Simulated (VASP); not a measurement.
# SnSe2 (P-3m1) in VASP: a series of runs

Runs on SnSe2. Level: PBE. Tasks: single point.

All numbers are computed with VASP 6.6.1; they aren't measurements. Logs are shortened: lines on timing, memory, paths and dates and some standing lists are left out, and cuts for length are marked.

### 1 The cell of the first run

Symmetry: P-3m1, No. 164, trigonal system. The conventional cell has a = 3.811 Å, b = 3.811 Å, c = 6.136 Å, α = 90.00°, β = 90.00°, γ = 120.00°. Sn (site symmetry -3m) has 6 Se at 2.68 Å within 3.5 Å. Within 3.5 Å of Se (site symmetry 3m) lie 3 Sn at 2.68 Å.

### 2 Single point, PBE

Input file POSCAR:

```
SnSe2
1.0
    3.8110000000      0.0000000000      0.0000000000
   -1.9055000000      3.3004228138      0.0000000000
    0.0000000000      0.0000000000      6.1360000000
Sn Se
1 2
Direct
    0.0000000000      0.0000000000      0.0000000000
    0.6666666667      0.3333333333      0.7510000000
    0.3333333333      0.6666666667      0.2490000000
```

Input file INCAR.step1:

```
  GGA = PE
  ISMEAR = 0
  SIGMA = 0.03
  LWAVE = F
  LCHARG = T
  NBANDS = 31
  PREC = Accurate
  LASPH = T
  LREAL = F
  ALGO = Normal
  EDIFF = 1E-6
  NELM = 120
  GGA_COMPAT = F
  ENCUT = 280
  EFERMI = MIDGAP
  KPAR = 2
```

Input file KPOINTS.step1:

```
k-points
0
Gamma
  7 7 4
```

Input file INCAR.step2:

```
  GGA = PE
  ISMEAR = -5
  LWAVE = F
  LCHARG = F
  NBANDS = 31
  PREC = Accurate
  LASPH = T
  LREAL = F
  ALGO = Normal
  EDIFF = 1E-6
  NELM = 120
  GGA_COMPAT = F
  ENCUT = 280
  EFERMI = MIDGAP
  NEDOS = 2001
  LORBIT = 11
  EMIN = -12.4272
  EMAX = 12.5728
  ICHARG = 11
  KPAR = 2
```

Input file KPOINTS.step2:

```
Automatic mesh
0
Gamma
  11 11 6
  0 0 0
```

Potentials or basis: VASP PAW PBE potentials, release 64 (Sn_d, Se).

Launch:

```bash
> cat potpaw_PBE.64/Sn_d/POTCAR potpaw_PBE.64/Se/POTCAR > POTCAR
> cp INCAR.step1 INCAR
> cp KPOINTS.step1 KPOINTS
> mpirun -np 2 vasp_std > vasp.out
> cp INCAR.step2 INCAR
> cp KPOINTS.step2 KPOINTS
> mpirun -np 2 vasp_std > vasp.out
```

OUTCAR:

```text
GGA = PE
   ISMEAR = -5
   PREC = Accurate
   LASPH = T
   LREAL = F
   EDIFF = 1E-6
   NELM = 120
   ENCUT = 280
   EFERMI = MIDGAP
   LORBIT = 11
   EMIN = -12.4272
   ICHARG = 11

 Found     84 irreducible k-points:

 Following reciprocal coordinates:
            Coordinates               Weight
  0.000000  0.000000  0.000000      1.000000
  0.090909  0.000000  0.000000      6.000000
  0.181818  0.000000  0.000000      6.000000
  0.272727  0.000000  0.000000      6.000000
  0.363636  0.000000  0.000000      6.000000
  0.454545  0.000000  0.000000      6.000000
   k-points           NKPTS =     84   k-points in BZ     NKDIM =     84   number of bands    NBANDS=     31
   number of dos      NEDOS =   2001   number of ions     NIONS =      3
   total plane-waves  NPLWV =  20736
   dimension x,y,z NGX =    24 NGY =   24 NGZ =   36
   dimension x,y,z NGXF=    48 NGYF=   48 NGZF=   72
   ions per type =               1   2
   NGX,Y,Z   is equivalent  to a cutoff of  10.47, 10.47,  9.75 a.u.
   NGXF,Y,Z  is equivalent  to a cutoff of  20.94, 20.94, 19.51 a.u.
 SYSTEM =  unknown system
   PREC   = accura    normal or accurate (medium, high low for compatibility)
   ISTART =      0    job   : 0-new  1-cont  2-samecut
   ICHARG =     11    charge: 1-file 2-atom 10-const
   ISPIN  =      1    spin polarized calculation?
   LNONCOLLINEAR =      F non collinear calculations
   LSORBIT =      F    spin-orbit coupling
   LASPH  =      T    aspherical Exc in radial PAW
   ENCUT  =  280.0 eV  20.58 Ry    4.54 a.u.   5.20  5.20  8.37*2*pi/ulx,y,z
   NELM   =    120;   NELMIN=  2; NELMDL=  0     # of ELM steps
   EDIFF  = 0.1E-05   stopping-criterion for ELM
   LREAL  =      F    real-space projection
   EDIFFG = 0.1E-04   stopping-criterion for IOM
   NSW    =      0    number of steps for IOM
   IBRION =     -1    ionic relax: 0-MD 1-quasi-New 2-CG
   NFREE  =      0    steps in history (QN), initial steepest desc. (CG)
   ISIF   =      2    stress and relaxation
   ISYM   =      2    0-nonsym 1-usesym 2-fastsym
   POTIM  = 0.5000    time-step for ionic-motion
   TEBEG  =    0.0;   TEEND  =   0.0 temperature during run

   SCALEE = 1.0000    scale energy and forces
   PSTRESS=    0.0 pullay stress
   NELECT =      26.0000    total number of electrons
   NUPDOWN=      -1.0000    fix difference up-down
   EMIN   = -12.43;   EMAX   = 12.57  energy-range for DOS
   EFERMI =   0.00;   METHOD = MIDGAP
   ISMEAR =    -5;   SIGMA  =   0.20  broadening in eV -4-tet -1-fermi 0-gaus
   EFERMI_NEDOS =   21; number of points for ismear=-14 and -15
   IALGO  =     38    algorithm
   IMIX   =      4    mixing-type and parameters
     AMIX     =   0.40;   BMIX     =  1.00
     AMIX_MAG =   1.60;   BMIX_MAG =  1.00
  volume/ion in A,a.u.               =      25.73       173.61
  Fermi-wavevector in a.u.,A,eV,Ry     =   1.139116  2.152617 17.654722  1.297585
  Thomas-Fermi vector in A             =   2.275820
   LORBIT       =     11    0 simple, 1 ext, 2 COOP (PROOUT), +10 PAW based schemes
   GGA     = PE    functional components
   LHFCALC =     F    Hartree Fock is set to
   AEXX    =    0.0000 exact exchange contribution
   IVDW    =     0    specifies the selected vdW correction
   LEPSILON=     F    determine dielectric tensor
   LRPA    =     F    only Hartree local field effects (RPA)

   CSHIFT  =0.1000    complex shift for real part using Kramers Kronig

   OMEGAMAX=  -1.0    maximum frequency
 non-spin polarized calculation
 Fermi weights with tetrahedron method with Bloechl corrections
  energy-cutoff  :      280.00
  volume of cell :       77.18
 maximum number of plane-waves:       835
 NGX is ok and might be reduce to    24

 number of electron      25.9999985 magnetization

 Free energy of the ion-electron system (eV)
  ---------------------------------------------------
  ext. energy  EPLUGINS =         0.00000000
  ---------------------------------------------------
  free energy    TOTEN  =       -11.74429292 eV

  energy without entropy =      -11.74429292  energy(sigma->0) =      -11.74429292

 E-fermi :   4.5527     XC(G=0):  -9.4541

 val. band max:        4.2092448764   @ k =   0.0909   0.0909   0.0000
 cond. band min:       4.8962273956   @ k =   0.0000   0.4545   0.3333
 fundamental gap:      0.6869825192
 Fermi energy:         4.5527361360

 k-point     1 :       0.0000    0.0000    0.0000
  band No.  band energies     occupation
      1     -17.0619      2.00000
      2     -17.0619      2.00000
      3     -17.0168      2.00000
      4     -17.0023      2.00000
      5     -17.0023      2.00000
      6      -9.8283      2.00000
[... 17 lines left out ...]
     24      14.9435      0.00000
     25      15.6324      0.00000

 k-point     2 :       0.0909    0.0000    0.0000
  band No.  band energies     occupation
      1     -17.0663      2.00000
      2     -17.0591      2.00000
      3     -17.0144      2.00000
      4     -17.0039      2.00000
      5     -17.0014      2.00000
      6      -9.7451      2.00000
[... 17 lines left out ...]
     24      15.4770      0.00000
     25      16.0479      0.00000

 k-point     3 :       0.1818    0.0000    0.0000
  band No.  band energies     occupation
      1     -17.0789      2.00000
      2     -17.0527      2.00000
      3     -17.0116      2.00000
      4     -17.0040      2.00000
      5     -16.9982      2.00000
      6      -9.5014      2.00000
[... 17 lines left out ...]
     24      16.1263      0.00000
     25      17.5895      0.00000

 k-point     4 :       0.2727    0.0000    0.0000
  band No.  band energies     occupation
      1     -17.0965      2.00000
      2     -17.0469      2.00000
      3     -17.0164      2.00000
      4     -16.9947      2.00000
      5     -16.9914      2.00000
      6      -9.1195      2.00000
[... 17 lines left out ...]
     24      16.7091      0.00000
     25      18.4999      0.00000

 k-point     5 :       0.3636    0.0000    0.0000
  band No.  band energies     occupation
      1     -17.1131      2.00000
      2     -17.0439      2.00000
      3     -17.0213      2.00000
      4     -16.9852      2.00000
      5     -16.9827      2.00000
      6      -8.6542      2.00000
[... 17 lines left out ...]
     24      17.1570      0.00000
     25      17.7305      0.00000

 k-point     6 :       0.4545    0.0000    0.0000
  band No.  band energies     occupation
      1     -17.1231      2.00000
      2     -17.0430      2.00000
      3     -17.0243      2.00000
      4     -16.9795      2.00000
      5     -16.9766      2.00000
      6      -8.2422      2.00000
[... 17 lines left out ...]
     24      18.0694      0.00000
     25      18.4594      0.00000

 [... further k-points ...]

 [bands above 25 left out]

------------------------ aborting loop because EDIFF is reached ----------------------------------------

  FORCE on cell =-STRESS in cart. coord.  units (eV):
  Direction    XX          YY          ZZ          XY          YZ          ZX
  --------------------------------------------------------------------------------------
  -------------------------------------------------------------------------------------
  Total        2.4382911      2.4382911      3.1763408      0.0000000     -0.0000000     -0.0000000
  in kB       50.6176824     50.6176824     65.9392191      0.0000000     -0.0000000     -0.0000000
  external PRESSURE =      55.7248613 kB  Pullay stress =       0.0000000 kB

 VOLUME and BASIS-vectors are now :
 -----------------------------------------------------------------------------
  energy-cutoff  :      280.00
  volume of cell :       77.18
      direct lattice vectors                 reciprocal lattice vectors
     3.811000000  0.000000000  0.000000000     0.262398321  0.151495741  0.000000000
    -1.905500000  3.300422814  0.000000000     0.000000000  0.302991482  0.000000000
     0.000000000  0.000000000  6.136000000     0.000000000  0.000000000  0.162972621

 POSITION                                       TOTAL-FORCE (eV/Angst)
 -----------------------------------------------------------------------------------
      0.00000      0.00000      0.00000         0.000000      0.000000      0.000000
      1.90550      1.10014      4.60814        -0.000000      0.000000     -0.808568
     -0.00000      2.20028      1.52786         0.000000     -0.000000      0.808568
 -----------------------------------------------------------------------------------
    total drift:                                0.000000     -0.000000      0.000000

  FREE ENERGIE OF THE ION-ELECTRON SYSTEM (eV)
  ---------------------------------------------------
  free  energy   TOTEN  =       -11.7442929178 eV

  energy  without entropy=      -11.7442929178  energy(sigma->0) =      -11.74429292

 total charge

# of ion       s       p       d       tot
------------------------------------------
    1        1.054   1.062  10.109  12.224
    2        1.484   2.333   0.030   3.846
    3        1.484   2.333   0.030   3.846
--------------------------------------------------
tot          4.021   5.728  10.168  19.916
```

It took 26 s on 2 MPI ranks of AMD EPYC 9R45 (Zen 5), shared host; peak memory 0.17 GiB.

Results:

- Band gap on the k mesh: 0.69 eV (least direct gap 1.09 eV)
- Valence electrons inside the program's atomic spheres: Sn 12.22; Se 3.85

Levels at points of the mesh, in eV from the valence-band top:
```csv
k point,band 9,band 10,band 11,band 12,band 13,band 14,band 15,band 16,band 17,band 18
"(0.00, 0.00, 0.00)",-0.74,-0.74,-0.43,-0.43,-0.04,1.05,2.91,4.60,4.60,8.10
"(0.00, 0.00, 0.50)",-2.08,-0.83,-0.83,-0.28,-0.28,2.41,2.88,4.33,4.33,8.14
```

Caveat: the cutoff is under 1.25 times the usual one of these potentials, so pressure, stress and relaxed cells hold a basis-set (Pulay) error; spin-orbit coupling is left out, which moves the levels of the heavy elements; an odd mesh through Γ misses points on the zone boundary, where band edges can lie; this functional lacks dispersion, which binds the layers, so the pressure and a relaxed spacing across them are unreliable.

### 3 Single point, PBE

POSCAR is that of step 2.

INCAR.step1: that of step 2 with these lines changed.

```diff
@@ -13,3 +13,3 @@
   GGA_COMPAT = F
-  ENCUT = 280
+  ENCUT = 480
   EFERMI = MIDGAP
```

KPOINTS.step1 is that of step 2.

INCAR.step2: that of step 2 with these lines changed.

```diff
@@ -12,8 +12,8 @@
   GGA_COMPAT = F
-  ENCUT = 280
+  ENCUT = 480
   EFERMI = MIDGAP
-  NEDOS = 2001
+  NEDOS = 4001
   LORBIT = 11
-  EMIN = -12.4272
-  EMAX = 12.5728
+  EMIN = -12.4273
+  EMAX = 12.5727
   ICHARG = 11
```

Input file KPOINTS.step2:

```
Automatic mesh
0
Gamma
  20 20 11
  0 0 0
```

Potentials or basis: VASP PAW PBE potentials, release 64 (Sn_d, Se).

Launch:

```bash
> cat potpaw_PBE.64/Sn_d/POTCAR potpaw_PBE.64/Se/POTCAR > POTCAR
> cp INCAR.step1 INCAR
> cp KPOINTS.step1 KPOINTS
> mpirun -np 2 vasp_std > vasp.out
> cp INCAR.step2 INCAR
> cp KPOINTS.step2 KPOINTS
> mpirun -np 2 vasp_std > vasp.out
```

Run time: 2.3 min. Hardware: 2 MPI ranks of AMD EPYC 9R45 (Zen 5), shared host; peak memory 0.73 GiB.

It converged, with:

```yaml
Band_gap_on_the_k_mesh: 0.71 eV (least direct gap 1.09 eV)
Valence_electrons_inside_the_program's_atomic_spheres: Sn 12.23; Se 3.85
```

Levels at points of the mesh, in eV from the valence-band top:
```
           k point  band 11  band 12  band 13  band 14  band 15  band 16
(0.00, 0.00, 0.00)    -0.43    -0.43    -0.04     1.06     2.91     4.61
(0.50, 0.00, 0.00)    -2.72    -1.23    -0.34     1.12     3.76     5.42
```

Caveat: spin-orbit coupling is left out, which moves the levels of the heavy elements; an odd mesh through Γ misses points on the zone boundary, where band edges can lie; this functional lacks dispersion, which binds the layers, so the pressure and a relaxed spacing across them are unreliable.
